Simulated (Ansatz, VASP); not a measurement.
**Two plane-wave programs on MgC**

```
CELL_PARAMETERS angstrom
3.54997 0.00000 0.00000
-1.77499 3.07437 0.00000
0.00000 0.00000 9.05166
ATOMIC_POSITIONS crystal
Mg 0.00000 0.00000 0.00000
Mg 0.33333 0.66667 0.25000
Mg 0.00000 0.00000 0.50000
Mg 0.66667 0.33333 0.75000
C 0.66667 0.33333 0.17132
C 0.66667 0.33333 0.32868
C 0.33333 0.66667 0.67132
C 0.33333 0.66667 0.82868
```

Alike in both runs: functional PBE; k mesh 6 × 6 × 2; occupations gaussian, width 0.1 eV; no spin polarisation.

Ansatz relaxed the structure, and its values are those at the end. VASP's run is a single point on that final structure, the one shown.

```csv
,VASP,Ansatz
version,VASP 6.6.1,Ansatz 0.2.0
potentials or method,"VASP PAW PBE potentials, release 64 (Mg, C), cutoff 520 eV","scalar-relativistic, plane waves, PAW"
valence electrons in the cell,24,56
```

VASP gave:

- gap on the k mesh at the Fermi level (eV): none
- pressure (GPa): 0.0
- rms of the force components (eV/Å): 0.034

Which values does Ansatz return?

gap on the k mesh at the Fermi level (eV): none; pressure (GPa): 0.0; rms of the force components (eV/Å): 0.000.

A gap of «none» marks a metal or a gap that the smearing closes. With one functional, cell and mesh, what is left measures potentials, basis and numerics. VASP's potentials hold 24 valence electrons a cell and Ansatz's 56, so a difference there can come from the potentials and not from the codes.
